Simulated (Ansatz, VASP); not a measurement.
## Two plane-wave programs on SrO

The input POSCAR:

```
SrO
1.0
    0.0000000000      2.5669928649      2.5862617628
    2.5669928649      0.0000000000      2.5862617628
    2.5669928649      2.5669928649      0.0000000000
Sr O
1 1
Direct
    0.0000000000      0.0000000000      0.0000000000
    0.5000000000      0.5000000000      0.5000000000
```

Contents of INCAR.step1:

```
PREC     = Accurate       # precision mode
ENCUT    = 520            # plane-wave cutoff, eV
ISMEAR   = 0              # smearing method
SIGMA    = 0.01           # smearing width, eV
LREAL    = F              # projectors in reciprocal space
LASPH    = T              # aspherical terms in the spheres
NELM     = 80             # most SCF steps
NBANDS   = 15             # bands
GGA      = PE             # functional
ALGO     = Normal         # electronic algorithm
EDIFF    = 1E-4           # SCF threshold, eV
LWAVE    = T              # write WAVECAR
LCHARG   = F              # write CHGCAR
```

The input INCAR.step2:

```
PREC     = Accurate       # precision mode
ENCUT    = 520            # plane-wave cutoff, eV
EDIFF    = 1E-6           # SCF threshold, eV
ISMEAR   = 0              # smearing method
SIGMA    = 0.01           # smearing width, eV
LREAL    = F              # projectors in reciprocal space
LASPH    = T              # aspherical terms in the spheres
NELM     = 80             # most SCF steps
ALGO     = Normal         # electronic algorithm
ISIF     = 2              # what is computed and relaxed
LWAVE    = F              # write WAVECAR
LCHARG   = F              # write CHGCAR
METAGGA  = R2SCAN         # meta-GGA
LMIXTAU  = T            
NBANDS   = 15             # bands
ISTART   = 1
```

Contents of KPOINTS:

```
regular mesh
0
Gamma
  8 8 8
```

Input for Ansatz:

```yaml
crystal:
  lattice:
    - [0.0, 2.5669928649, 2.5862617628]
    - [2.5669928649, 0.0, 2.5862617628]
    - [2.5669928649, 2.5669928649, 0.0]
  atoms:
    - { symbol: Sr, position: [0.0, 0.0, 0.0] }
    - { symbol: O, position: [0.5, 0.5, 0.5] }
kpoints:
  mp_grid: { grid: [8, 8, 8] }
  band_path:
    path:
      - [0.0, 0.0, 0.0]
      - [0.5, 0.0, 0.5]
      - [0.625, 0.25, 0.625]
      - [0.375, 0.375, 0.75]
      - [0.5, 0.5, 0.5]
      - [0.5, 0.25, 0.75]
    npoints: 1
hamiltonian:
  xc: r2scan
scf:
  occupations: { method: fixed }
  n_extra_bands: 4
output:
  forces: true
  stress: true
  eigenvalues: true
```

Change from the starting cell: epitaxial_xy strain -0.5%.

Alike in both runs: task single point; functional r2SCAN; k mesh 8 × 8 × 8; no spin polarisation.

```csv
,VASP,Ansatz
version,VASP 6.6.1,Ansatz 0.2.0
potentials or method,"VASP PAW PBE potentials, release 64 (Sr_sv, O)","plane waves, PAW"
plane-wave cutoff (eV),520,500
occupations,"gaussian, width 0.01 eV",fixed
valence electrons in the cell,16,16
```

Ansatz gave:

| Property | Result |
| --- | --- |
| gap on the k mesh at the Fermi level (eV) | 3.78 |
| pressure (GPa) | 0.7 |
| traceless stress, the component that is largest in VASP (GPa) | -0.69 |

What did VASP give for the same quantities?

gap on the k mesh at the Fermi level (eV): 3.73; pressure (GPa): 1.3; traceless stress, the component that is largest in VASP (GPa): -0.73.

VASP's potentials were made for PBE, not for r2SCAN.
